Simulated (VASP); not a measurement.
Write the native input for VASP 6.6.1 that does the following.

```yaml
Task: single point
Functional: PBE
Dispersion: D3(BJ)
Potentials_or_basis: VASP PAW PBE potentials, release 64 (Mo_sv, S)
Cutoff: 520 eV
k_mesh: 7 × 7 × 1
Occupations: fermi-dirac, width 0.05 eV
Spin: no spin polarisation
Dipole_correction: no
Further_INCAR_settings: ALGO = Normal; EDIFF = 1e-06; NBANDS = 49
```

The structure of MoS2 lies in POSCAR:

```
MoS2
1.0
    3.1493010738      0.0000000000      0.0000000000
   -1.5746505369      2.7273747341      0.0000000000
    0.0000000000      0.0000000000     18.7437467797
Mo S
3 6
Direct
    0.3333333333      0.6666666667      0.3217955110
    0.3333333333      0.6666666667      0.6782044890
    0.6666666667      0.3333333333      0.0000000000
    0.6666666667      0.3333333333      0.2382236859
    0.6666666667      0.3333333333      0.5946119912
    0.3333333333      0.6666666667      0.9164818319
    0.6666666667      0.3333333333      0.4053880088
    0.6666666667      0.3333333333      0.7617763141
    0.3333333333      0.6666666667      0.0835181681
```

One way to write it, as run:

INCAR

```
SYSTEM = MoS2
  PREC = Accurate
  ENCUT = 520
  EDIFF = 1E-6
  ISMEAR = -1
  SIGMA = 0.05
  LREAL = .False.
  LASPH = .True.
  NELM = 60
  ALGO = Normal
  ISIF = 2
  LWAVE = .False.
  LCHARG = .False.
  GGA = PE
  IVDW = 12
  NBANDS = 49
```

KPOINTS

```
Automatic mesh
0
Gamma
  7 7 1
  0 0 0
```

Potentials or basis: VASP PAW PBE potentials, release 64 (Mo_sv, S).

Launch:

```bash
$ cat potpaw_PBE.64/Mo_sv/POTCAR potpaw_PBE.64/S/POTCAR > POTCAR
$ mpirun -np 1 vasp_std > vasp.out
```

It gave:

```
Pressure                   : -0.1 GPa
Largest force              : 0.022 eV/Å
Band gap on the k mesh     : 1.05 eV (least direct gap 2.12 eV)
Dispersion energy per atom : -0.424 eV
```

Caveat: an odd mesh through Γ misses points on the zone boundary, where band edges can lie.

It took 52 s on 1 thread of AMD EPYC 9R45 96-Core Processor (Zen 5), on a shared host, peak memory 0.25 GiB.
